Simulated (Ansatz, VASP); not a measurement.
# AlCo: VASP beside Ansatz

```
Co Al
1.0
     0.00000    2.19843    2.19843
     2.19843    0.00000    2.19843
     2.19843    2.19843    0.00000
Co Al
1 1
Direct
  0.00000 0.00000 0.00000
  0.50000 0.50000 0.50000
```

Change from the starting cell: volume scaled by 0.8, PAW files.

Alike in both runs: task single point; functional r2SCAN; k mesh 15 × 15 × 15; occupations fermi-dirac, width 0.08 eV; no spin polarisation.

|  | VASP | Ansatz |
| --- | --- | --- |
| version | VASP 6.6.1 | Ansatz 0.2.0 |
| potentials or method | VASP PAW PBE potentials, release 64 (Co, Al) | PAW with Ansatz's default frozen-core files, scalar-relativistic |
| plane-wave cutoff (eV) | 520 | 500 |
| valence electrons in the cell | 12 | 20 |

Ansatz gave:

| Property | Result |
| --- | --- |
| pressure (GPa) | 45.9 |

Task: Which values does VASP return?

Result: Pressure (GPa): 46.3.

VASP's potentials were made for PBE, not for r2SCAN. Both programs put the cell under a high pressure, so it lies far from rest at this level. With one functional, cell and mesh, what is left measures potentials, basis and numerics. VASP's potentials hold 12 valence electrons a cell and Ansatz's 20, so a difference there can come from the potentials and not from the codes.
